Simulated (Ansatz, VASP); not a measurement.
# Nb: VASP beside Ansatz

```
Nb
1.0
     2.86097    0.00000    0.00000
    -1.43048    2.47767    0.00000
     0.00000    0.00000    5.24042
Nb
2
Direct
  0.33333 0.66667 0.25000
  0.66667 0.33333 0.75000
```

Alike in both runs: functional r2SCAN; k mesh 12 × 12 × 7; occupations fermi-dirac, width 0.05 eV; collinear spin.

Ansatz relaxed the structure, and its values are those at the end. VASP's run is a single point on that final structure, the one shown.

```csv
,VASP,Ansatz
version,VASP 6.6.1,Ansatz 0.2.0
potentials or method,"VASP PAW PBE potentials, release 64 (Nb_sv), cutoff 520 eV","plane waves (500 eV) with PAW, scalar-relativistic"
valence electrons in the cell,26,26
```

VASP gave:

- pressure (GPa): -0.2
- net moment per atom (μB): 0.00

**Question.** What did Ansatz give for the same quantities?

**Answer.** Pressure (GPa): 0.0; net moment per atom (μB): 0.00.

VASP's potentials were made for PBE, not for r2SCAN. With one functional, cell and mesh, what is left measures potentials, basis and numerics. Ansatz's warnings: seeded moment not kept.
